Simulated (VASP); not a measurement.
# Al48O73 (a cell with a defect) in VASP: a series of runs

The runs below take Al48O73 (a cell with a defect) through single point, relaxation of the atoms, with HSE06, PBEsol.

Program: VASP 6.6.1. These are calculated values, not measurements. Logs are shortened: lines on timing, memory, paths and dates and some standing lists are left out, and cuts for length are marked.

**1. The cell of the first run**

The cell holds a defect, 121 atoms: a = 9.548 Å, b = 9.548 Å, c = 13.014 Å, α = 90.00°, β = 90.00°, γ = 120.00°.

**2. Single point, HSE06**

File POSCAR:

```
Al48O73
1.0
    9.5478620000      0.0000000000      0.0000000000
   -4.7739310000      8.2686910000      0.0000000000
    0.0000000000      0.0000000000     13.0135760000
Al O
48 73
Direct
    0.3342560000      0.1638660000      0.1847450000
    0.3342170000      0.6626270000      0.1845500000
    0.8316610000      0.1621110000      0.1826420000
    0.8375580000      0.6650340000      0.1826840000
    0.1663450000      0.3300690000      0.0172820000
    0.1671760000      0.8304110000      0.0177940000
[... 113 lines left out ...]
    0.6661480000      0.4830290000      0.9156930000
    0.6666010000      0.9837850000      0.9161840000
```

File INCAR.step1:

```
PREC = Accurate
ENCUT = 520
EDIFF = 1E-5
ISMEAR = -1
SIGMA = 0.05
LREAL = Auto
LASPH = T
NELM = 120
ALGO = Normal
ISIF = 2
LWAVE = T
LCHARG = F
GGA = PE
ISYM = -1
NBANDS = 357
GGA_COMPAT = F
KPAR = 1
```

File INCAR.step2:

```
PREC = Accurate
ENCUT = 520
EDIFF = 1E-6
ISMEAR = -1
SIGMA = 0.05
LREAL = Auto
LASPH = T
NELM = 120
ALGO = Normal
ISIF = 2
LWAVE = F
LCHARG = F
GGA = PE
LHFCALC = T
HFSCREEN = 0.2079
PRECFOCK = Fast
ISTART = 1
ISYM = -1
NBANDS = 357
GGA_COMPAT = F
KPAR = 1
```

File KPOINTS:

```
explicit points
1
Reciprocal
  0.25000000   0.25000000   0.25000000 1
```

Potentials or basis: VASP PAW PBE potentials, release 64 (Al, O).

The run is started by

```
> cat potpaw_PBE.64/Al/POTCAR potpaw_PBE.64/O/POTCAR > POTCAR
> cp INCAR.step1 INCAR
> mpirun -np 8 vasp_std > vasp.out
> cp INCAR.step2 INCAR
> mpirun -np 8 vasp_std > vasp.out
```

OUTCAR:

```text
PREC = Accurate
   ENCUT = 520
   EDIFF = 1E-6
   ISMEAR = -1
   LREAL = Auto
   LASPH = T
   NELM = 120
   ISIF = 2
   GGA = PE
   LHFCALC = T
   HFSCREEN = 0.2079
   PRECFOCK = Fast
   ISTART = 1
   ISYM = -1

 ion  position               nearest neighbor table
   1  0.334  0.164  0.185-  59 1.86  49 1.86  61 1.88  53 1.97  90 1.97  65 1.98  40 2.66  22 2.80
                            20 2.81  23 2.81   9 3.18  10 3.23  11 3.24
   2  0.334  0.663  0.185-  62 1.86  50 1.87  60 1.88  54 1.97  91 1.97  66 1.98  41 2.66  23 2.79
                            22 2.80  21 2.80  12 3.24  10 3.24   9 3.25
   3  0.832  0.162  0.183-  63 1.86  51 1.86  57 1.86  67 1.96  55 1.96  92 1.97  42 2.64  22 2.79
                            20 2.80  21 2.80   9 3.16  11 3.17  12 3.22
   4  0.838  0.665  0.183-  52 1.85  58 1.86  64 1.86  93 1.95  56 1.97  68 1.98  43 2.65  20 2.78
                            21 2.78  23 2.83  10 3.22  12 3.26  11 3.29  48 3.30
   5  0.166  0.330  0.017-  92 1.86  54 1.86  65 1.86  82 1.97 106 1.97 118 1.97  44 2.65  40 2.80
                            42 2.80  41 2.80  23 3.21  21 3.22  20 3.23
   6  0.167  0.830  0.018-  93 1.86  66 1.86  53 1.86 107 1.96  83 1.97 119 1.98  45 2.65  41 2.79
                            40 2.80  43 2.81  22 3.22  20 3.22  21 3.23
   7  0.667  0.331  0.017-  67 1.86  56 1.86  90 1.87 108 1.97  84 1.97 120 1.97  46 2.66  42 2.79
                            43 2.80  40 2.80  23 3.21  21 3.23  22 3.24
   8  0.667  0.831  0.017-  55 1.86  91 1.86  68 1.86 109 1.97  85 1.97 121 1.97  47 2.65  42 2.80
                            43 2.80  41 2.80  23 3.20  20 3.22  22 3.23
   9  0.159  0.321  0.308-  57 1.80 102 1.85  61 1.87  50 1.87  74 1.98  78 2.07  17 2.76  13 2.80
                            18 2.82  48 3.08   3 3.16   1 3.18   2 3.25
  10  0.168  0.830  0.314-  58 1.86  62 1.86  49 1.87  75 1.96  79 1.96 103 1.98  14 2.65  19 2.78
                            17 2.79  18 2.80   4 3.22   1 3.23   2 3.24
  11  0.670  0.325  0.313-  63 1.83  59 1.86  52 1.89  76 1.93  80 1.95 104 1.99  15 2.66  48 2.67
                            19 2.76  18 2.78   3 3.17   1 3.24   4 3.29
  12  0.669  0.832  0.314-  51 1.86  60 1.87  64 1.87  77 1.95 105 1.97  81 1.99  16 2.67  48 2.77
                            17 2.77  19 2.80   3 3.22   2 3.24   4 3.26
  13  0.153  0.322  0.523-  96 1.79 102 1.85  98 1.87  71 1.88  74 2.02  78 2.05  69 2.60  38 2.76
                             9 2.80  36 2.84  37 2.94  24 3.16  25 3.17  27 3.28
  14  0.167  0.833  0.518-  70 1.85  99 1.86  97 1.87  79 1.95  75 1.97 103 1.97  10 2.65  39 2.76
                            37 2.77  36 2.80  24 3.22  26 3.22  25 3.25
  15  0.667  0.332  0.517- 100 1.86  94 1.86  73 1.86  80 1.95 104 1.97  76 1.99  11 2.66  38 2.78
                            36 2.80  39 2.80  26 3.23  25 3.24  27 3.24
  16  0.670  0.832  0.519- 101 1.85  95 1.86  72 1.87 105 1.97  81 1.98  77 2.03  12 2.67  38 2.76
                            37 2.78  39 2.82  27 3.21  24 3.21  26 3.26
  17  0.999  0.994  0.352-  79 1.84  74 1.86 105 1.86  64 1.97  49 1.98  57 2.00  20 2.67   9 2.76
                            12 2.77  10 2.79  39 3.20  36 3.23  38 3.26
  18  0.001  0.497  0.352-  78 1.85 104 1.86  75 1.88  58 1.98  50 1.99  63 2.00  21 2.67  11 2.78
                            10 2.80   9 2.82  39 3.22  38 3.25  37 3.28
  19  0.499  0.996  0.351-  81 1.85  76 1.85 103 1.86  62 1.97  59 1.97  51 1.98  22 2.66  11 2.76
                            10 2.78  12 2.80  38 3.19  37 3.20  36 3.24
  20  1.000  0.996  0.146-  93 1.86  65 1.86  55 1.86  57 1.94  64 1.96  49 1.98  17 2.67   4 2.78
                             3 2.80   1 2.81   6 3.22   8 3.22   5 3.23
  21  0.001  0.496  0.146-  56 1.86  92 1.86  66 1.86  50 1.95  63 1.96  58 1.98  18 2.67   4 2.78
                             2 2.80   3 2.80   5 3.22   7 3.23   6 3.23
  22  0.500  0.996  0.147-  91 1.86  53 1.86  67 1.86  59 1.96  51 1.97  62 1.98  19 2.66   3 2.79
[... 37 lines left out ...]
[... 31 lines left out ...]
   IMIX   =      1    mixing-type and parameters
     AMIX     =   0.40;   BMIX     =  1.00
     AMIX_MAG =   1.60;   BMIX_MAG =  1.00
  volume/ion in A,a.u.               =       8.49        57.30
  Fermi-wavevector in a.u.,A,eV,Ry     =   1.354574  2.559773 24.964921  1.834870
  Thomas-Fermi vector in A             =   2.481734
   LORBIT       =      0    0 simple, 1 ext, 2 COOP (PROOUT), +10 PAW based schemes
   GGA     = PE    functional components
   LHFCALC =     T    Hartree Fock is set to
   PRECFOCK=fast      Normal, Fast or Accurate (Low or Medium for compatibility)
   ENCUT4O =  -1.0   cutoff for four orbital integrals eV
   NKREDX  =     1    reduce k-point grid by
   NKREDY  =     1    reduce k-point grid by
   NKREDZ  =     1    reduce k-point grid by
   AEXX    =    0.2500 exact exchange contribution
   HFSCREEN=    0.2079 screening length (either q_TF or 0.3 A-1)
   HFSCREENC=   0.2079 screening length for correlation (either q_TF or 0.3 A-1)
   ENCUTFOCK=  -1.0 apply spherical cutoff to Coloumb kernel
   IVDW    =     0    specifies the selected vdW correction
   LEPSILON=     F    determine dielectric tensor
   LRPA    =     F    only Hartree local field effects (RPA)
 non-spin polarized calculation
  energy-cutoff  :      520.00
  volume of cell :     1027.40
 maximum number of plane-waves:     27659
 NGX is ok and might be reduce to    70
  NGX = 36; NGY = 36; NGZ = 50

 number of electron     582.0000016 magnetization

 Free energy of the ion-electron system (eV)
  ---------------------------------------------------
  ext. energy  EPLUGINS =         0.00000000
  ---------------------------------------------------
  free energy    TOTEN  =     -1086.63546020 eV

  energy without entropy =    -1086.63546020  energy(sigma->0) =    -1086.63546020

 E-fermi :   6.6742     XC(G=0):  -9.5773

 val. band max:        5.3848228238   @ k =   0.2500   0.2500   0.2500
 cond. band min:      13.3789186071   @ k =   0.2500   0.2500   0.2500
 fundamental gap:      7.9940957833
 Fermi energy:         6.6741981926

 k-point     1 :       0.2500    0.2500    0.2500
  band No.  band energies     occupation
      1     -19.0115      2.00000
      2     -15.7595      2.00000
      3     -15.5439      2.00000
      4     -15.4892      2.00000
      5     -15.4293      2.00000
      6     -15.2702      2.00000
[... 295 lines left out ...]
    302      16.1326      0.00000
    303      16.1560      0.00000
 [bands above 303 left out]

------------------------ aborting loop because EDIFF is reached ----------------------------------------

  FORCE on cell =-STRESS in cart. coord.  units (eV):
  Direction    XX          YY          ZZ          XY          YZ          ZX
  --------------------------------------------------------------------------------------
  -------------------------------------------------------------------------------------
  Total       -2.0849832     -4.3819371     -2.0322444      3.6080582      2.0173026     -3.0222405
  in kB       -3.2514238     -6.8334052     -3.1691804      5.6265809      3.1458795     -4.7130284
  external PRESSURE =      -4.4180032 kB  Pullay stress =       0.0000000 kB

 VOLUME and BASIS-vectors are now :
 -----------------------------------------------------------------------------
  energy-cutoff  :      520.00
  volume of cell :     1027.40
      direct lattice vectors                 reciprocal lattice vectors
     9.547862000  0.000000000  0.000000000     0.104735489  0.060469063  0.000000000
    -4.773931000  8.268691000  0.000000000     0.000000000  0.120938127  0.000000000
     0.000000000  0.000000000 13.013576000     0.000000000  0.000000000  0.076842829

 POSITION                                       TOTAL-FORCE (eV/Angst)
 -----------------------------------------------------------------------------------
      2.40915      1.35496      2.40419         0.011828     -0.018015     -0.017234
      0.02772      5.47906      2.40166        -0.011768     -0.002205     -0.026016
      7.16668      1.34045      2.37683         0.004083     -0.003030     -0.005906
      4.82206      5.49896      2.37737         0.010741     -0.002439     -0.008201
      0.01251      2.72924      0.22490        -0.005287     -0.001961     -0.010618
     -2.36815      6.86641      0.23156         0.002025     -0.002834     -0.004245
[... 113 lines left out ...]
      4.05434      3.99402     11.91644        -0.008169      0.017872     -0.003117
      1.66809      8.13461     11.92283        -0.009124      0.024893      0.007542
 -----------------------------------------------------------------------------------
    total drift:                               -0.040112      0.103628      0.035551

  FREE ENERGIE OF THE ION-ELECTRON SYSTEM (eV)
  ---------------------------------------------------
  free  energy   TOTEN  =     -1086.6354601991 eV

  energy  without entropy=    -1086.6354601991  energy(sigma->0) =    -1086.63546020
```

It took 18 min on 8 MPI ranks of Intel Xeon Platinum 8488C (Sapphire Rapids), shared host; peak memory 0.73 GiB.

Results:

| Quantity | Value |
| --- | --- |
| Free energy | -1086.6355 eV |
| Pressure | -0.4 GPa |
| Largest force | 0.772 eV/Å |
| Band gap on the k mesh | 7.99 eV |

Forces in eV/Å, atoms in the order of the input:
```
Al   0.012 -0.018 -0.017
Al  -0.012 -0.002 -0.026
Al   0.004 -0.003 -0.006
Al   0.011 -0.002 -0.008
Al  -0.005 -0.002 -0.011
Al   0.002 -0.003 -0.004
Al   0.006 -0.003 -0.011
Al   0.005  0.004 -0.008
Al  -0.048  0.018  0.045
Al  -0.004 -0.007  0.016
Al   0.021 -0.015  0.015
Al   0.046  0.001  0.029
Al  -0.037  0.004 -0.061
Al  -0.009  0.003 -0.034
Al   0.005  0.001 -0.033
Al   0.021  0.022 -0.022
Al  -0.008 -0.013 -0.007
Al  -0.006 -0.050 -0.001
Al   0.004  0.007 -0.011
Al  -0.012 -0.005  0.034
Al   0.010 -0.010  0.033
Al   0.002  0.004  0.023
Al   0.002  0.006 -0.005
Al  -0.008 -0.009  0.009
Al  -0.005 -0.002  0.016
Al   0.003  0.002  0.012
Al   0.012  0.012  0.040
Al  -0.004 -0.003 -0.012
Al   0.002  0.001 -0.013
Al   0.009 -0.011 -0.020
Al  -0.002  0.004 -0.022
Al   0.006 -0.012 -0.017
Al   0.018  0.003 -0.020
Al   0.001 -0.006 -0.031
Al  -0.003  0.004 -0.019
Al   0.010 -0.023 -0.001
Al  -0.022  0.040  0.027
Al   0.009  0.034 -0.060
Al  -0.028  0.017 -0.036
Al   0.004 -0.003  0.026
Al  -0.002 -0.002  0.030
Al   0.002 -0.004  0.028
Al   0.001 -0.003  0.028
Al   0.001 -0.002  0.023
Al  -0.001 -0.004  0.021
Al   0.002 -0.002  0.019
Al   0.005  0.001  0.023
Al   0.047  0.030  0.006
O    0.033  0.008 -0.005
O    0.028  0.011 -0.015
O    0.022 -0.002 -0.010
O   -0.045  0.031  0.065
O    0.011 -0.021 -0.014
O    0.025 -0.018 -0.002
O    0.001 -0.020 -0.014
O    0.004 -0.019 -0.009
O    0.020  0.058 -0.006
O   -0.015  0.027 -0.005
O   -0.013  0.013 -0.007
O   -0.009  0.001  0.007
O   -0.020 -0.025 -0.005
O   -0.011 -0.018  0.000
O   -0.033 -0.037 -0.017
O    0.005 -0.006 -0.021
O   -0.020  0.002 -0.013
O   -0.023  0.005 -0.018
O   -0.018  0.005 -0.006
O   -0.036 -0.006 -0.015
O   -0.654 -0.339 -0.231
O   -0.007 -0.022  0.013
O   -0.032 -0.015  0.000
O   -0.010  0.002 -0.004
O   -0.017 -0.022  0.012
O    0.028 -0.022  0.000
O    0.013 -0.010  0.009
O   -0.003 -0.022 -0.002
O    0.085  0.024  0.009
O   -0.122 -0.065  0.068
O   -0.002  0.008  0.014
O   -0.007  0.008  0.008
O   -0.040 -0.028  0.021
O   -0.008 -0.017  0.000
O   -0.016 -0.021  0.002
O   -0.010 -0.023  0.001
O   -0.014 -0.015  0.003
O    0.011 -0.010  0.002
O    0.007 -0.005  0.000
O    0.009 -0.019  0.003
O    0.013 -0.021  0.012
O    0.000  0.029 -0.009
O    0.008  0.020 -0.009
O    0.014  0.019 -0.019
O    0.010  0.019  0.000
O    0.015  0.000  0.004
O    0.012 -0.057 -0.023
O    0.057  0.046 -0.001
O    0.010 -0.006 -0.010
O   -0.005  0.021  0.007
O    0.003  0.015 -0.031
O   -0.019  0.026  0.011
O   -0.010  0.025  0.020
O    0.695  0.260  0.168
O    0.006  0.018  0.010
O    0.015  0.021  0.020
O    0.001  0.005  0.015
O    0.018  0.001  0.005
O    0.018  0.002  0.004
O    0.023  0.005  0.005
O    0.023  0.003  0.001
O   -0.022 -0.004 -0.007
O   -0.024  0.002  0.010
O   -0.024 -0.003  0.010
O   -0.024  0.006 -0.003
O    0.009  0.024 -0.005
O    0.016  0.021  0.004
O    0.010  0.019 -0.003
O    0.006  0.024  0.006
O   -0.009  0.019  0.001
O   -0.010  0.023  0.000
O   -0.008  0.018 -0.003
O   -0.009  0.025  0.008
```

Stress tensor (GPa, compression positive):
```
-0.33  0.56 -0.47
 0.56 -0.68  0.31
-0.47  0.31 -0.32
```

Levels at points of the mesh, in eV from the valence-band top:
| k point | band 289 | band 290 | band 291 | band 292 | band 293 | band 294 |
| --- | --- | --- | --- | --- | --- | --- |
| (0.25, 0.25, 0.25) | -0.63 | -0.33 | 0.00 | 7.99 | 8.54 | 9.22 |

Caveat: the PAW data sets were made with another functional, which shifts forces and pressure a little.

**3. Relaxation of the atoms, PBEsol**

File INCAR:

```
PREC = Accurate
ENCUT = 520
EDIFF = 1E-7
ISMEAR = -1
SIGMA = 0.05
LREAL = Auto
LASPH = True
NELM = 120
ALGO = Normal
ISIF = 2
LWAVE = False
LCHARG = False
GGA = PS
IBRION = 2
NSW = 100
EDIFFG = -0.03
ISYM = -1
GGA_COMPAT = False
NELMIN = 4
KPAR = 1
```

KPOINTS is that of step 2.

File POSCAR:

```
Al48O73
1.0
    9.5478620000      0.0000000000      0.0000000000
   -4.7739310000      8.2686910000      0.0000000000
    0.0000000000      0.0000000000     13.0135760000
Al O
48 73
Direct
    0.3354520000      0.1628240000      0.1831620000
    0.3313870000      0.6691830000      0.1850000000
    0.8331910000      0.1610700000      0.1853550000
    0.8354760000      0.6658910000      0.1872840000
    0.1673120000      0.3340020000      0.0175640000
    0.1674480000      0.8343210000      0.0168300000
[... 113 lines left out ...]
    0.6660930000      0.4880820000      0.9161680000
    0.6695080000      0.9904760000      0.9151100000
```

Potentials or basis: VASP PAW PBE potentials, release 64 (Al, O).

The run is started by

```
> cat potpaw_PBE.64/Al/POTCAR potpaw_PBE.64/O/POTCAR > POTCAR
> mpirun -np 8 vasp_std > vasp.out
```

Wall time 1.9 h (8 MPI ranks of Intel Xeon Platinum 8488C (Sapphire Rapids), shared host); peak memory 0.36 GiB.

The run converged. Its results:

```yaml
Free_energy: -945.5216 eV
Energy_gained_by_relaxing: 174.0 meV/atom
Ionic_steps: 82
Pressure_after_relaxing: 2.4 GPa
Largest_force_after_relaxing: 0.020 eV/Å
Band_gap_on_the_k_mesh: 5.28 eV
```

Forces on the atoms (eV/Å):
```
Al  -0.008  0.003  0.006
Al   0.003  0.000  0.007
Al   0.002  0.001  0.001
Al   0.006 -0.010  0.007
Al   0.000  0.005 -0.005
Al   0.005  0.000  0.006
Al   0.006  0.000 -0.003
Al  -0.003  0.006 -0.005
Al   0.007  0.009  0.013
Al  -0.002 -0.003 -0.002
Al  -0.001  0.006  0.000
Al   0.002 -0.003  0.001
Al  -0.007  0.003  0.002
Al   0.000 -0.006  0.012
Al  -0.003  0.010  0.002
Al  -0.001 -0.007 -0.002
Al  -0.008  0.017  0.007
Al   0.006 -0.002  0.007
Al  -0.002 -0.006 -0.002
Al   0.001  0.007  0.004
Al   0.008 -0.003  0.005
Al   0.003  0.000 -0.001
Al   0.004  0.002 -0.005
Al   0.004 -0.004 -0.004
Al  -0.002  0.002  0.003
Al   0.007  0.000  0.005
Al   0.002 -0.001 -0.010
Al  -0.004  0.002  0.001
Al  -0.003  0.000  0.003
Al   0.004 -0.001  0.000
Al   0.002 -0.001 -0.010
Al  -0.002  0.004 -0.004
Al  -0.002  0.001 -0.008
Al  -0.012  0.001  0.002
Al   0.000 -0.008  0.001
Al   0.001  0.006  0.002
Al   0.002 -0.009  0.001
Al  -0.003  0.001  0.015
Al  -0.004 -0.009 -0.005
Al   0.006  0.009  0.002
Al  -0.002 -0.001 -0.004
Al   0.003  0.002 -0.010
Al   0.004  0.000 -0.005
Al  -0.003  0.003 -0.001
Al  -0.005  0.004 -0.003
Al  -0.001 -0.002  0.008
Al   0.000  0.003 -0.006
Al  -0.014  0.002 -0.002
O   -0.006  0.000 -0.004
O    0.003  0.000  0.011
O    0.001  0.005 -0.003
O    0.015  0.001 -0.005
O   -0.007  0.004 -0.003
O    0.005  0.002 -0.004
O    0.007  0.003  0.003
O   -0.004  0.008 -0.002
O   -0.014 -0.013  0.000
O   -0.003  0.000  0.000
O    0.006  0.004 -0.004
O    0.010  0.002 -0.016
O    0.007 -0.011  0.003
O   -0.006 -0.006  0.002
O    0.000 -0.001  0.003
O    0.004  0.001  0.003
O    0.005 -0.006  0.003
O   -0.002 -0.002 -0.002
O   -0.001 -0.004  0.004
O    0.006 -0.010  0.001
O   -0.007 -0.003 -0.018
O   -0.007  0.000 -0.006
O    0.000  0.007 -0.001
O   -0.001 -0.009 -0.007
O    0.004  0.000 -0.002
O    0.007 -0.004 -0.007
O    0.005 -0.005  0.000
O   -0.006 -0.002  0.000
O   -0.009  0.002  0.003
O   -0.005  0.001  0.011
O   -0.001  0.001  0.000
O    0.010 -0.013 -0.012
O    0.002  0.000 -0.006
O    0.000 -0.002  0.005
O    0.000  0.004  0.006
O   -0.001 -0.002  0.004
O    0.005  0.002 -0.001
O   -0.003  0.005  0.004
O    0.002  0.004  0.000
O   -0.009  0.001 -0.005
O    0.001 -0.003  0.002
O    0.006 -0.002 -0.002
O    0.000  0.001  0.003
O    0.004 -0.002  0.002
O    0.004  0.002  0.003
O   -0.007  0.005 -0.012
O   -0.007  0.004 -0.001
O   -0.008 -0.016  0.009
O   -0.001  0.005 -0.004
O   -0.003 -0.005  0.001
O   -0.001  0.001  0.004
O   -0.009 -0.008  0.008
O   -0.008  0.000  0.002
O    0.008  0.007  0.006
O    0.001 -0.006 -0.001
O    0.007  0.007 -0.012
O    0.004  0.008 -0.002
O    0.003  0.000 -0.001
O    0.006 -0.003  0.004
O    0.002  0.000  0.005
O   -0.003  0.005 -0.012
O   -0.007 -0.002  0.002
O    0.002  0.009 -0.002
O   -0.001 -0.002  0.007
O   -0.002  0.009 -0.002
O   -0.008 -0.005  0.005
O    0.000  0.005  0.004
O    0.005 -0.009  0.004
O   -0.001  0.004 -0.003
O    0.000  0.004  0.001
O    0.005 -0.006  0.003
O   -0.001 -0.001  0.001
O    0.002 -0.006 -0.004
```

Stress tensor (GPa, compression positive):
```
 2.86  0.55 -0.43
 0.55  2.50  0.32
-0.43  0.32  1.98
```

Step by step:
```
step  energy change (eV)  largest force (eV/Å)  pressure (GPa)
   1              0.0000               12.4768            5.34
   4            -11.7441                3.6204            5.04
   7            -13.0382                2.6089            4.20
  10            -14.5215                2.5065            4.35
  13            -14.8585                1.1299            4.20
  16            -15.1879                0.5859            4.12
  19            -15.3069                0.7349            4.05
  22            -15.4264                0.5570            4.08
  25            -15.4864                0.6435            3.99
  28            -15.6010                0.5006            3.92
  31            -15.6872                0.6588            3.85
  34            -15.8300                1.0011            3.90
  37            -16.0384                1.3167            4.01
  40            -16.3274                0.7460            4.06
  43            -16.6290                1.4622            4.09
  46            -17.1020                1.4272            3.82
  49            -18.0308                1.7757            3.66
  52            -18.3978                2.0095            3.56
  55            -19.6188                3.4400            2.98
  58            -20.2252                1.8044            2.68
  61            -20.6978                1.6562            2.56
  64            -20.9506                0.2650            2.50
  67            -21.0017                0.4037            2.46
  70            -21.0325                0.2072            2.45
  73            -21.0399                0.1430            2.44
  76            -21.0471                0.0762            2.45
  79            -21.0486                0.0945            2.45
  82            -21.0501                0.0200            2.45
```

Levels at points of the mesh, in eV from the valence-band top:
```csv
k point,band 287,band 288,band 289,band 290,band 291,band 292,band 293,band 294,band 295,band 296
"(0.25, 0.25, 0.25)",-0.84,-0.80,-0.76,-0.39,0.00,5.28,6.39,7.05,7.19,7.22
```

Caveat: the PAW data sets were made with another functional, which shifts forces and pressure a little.
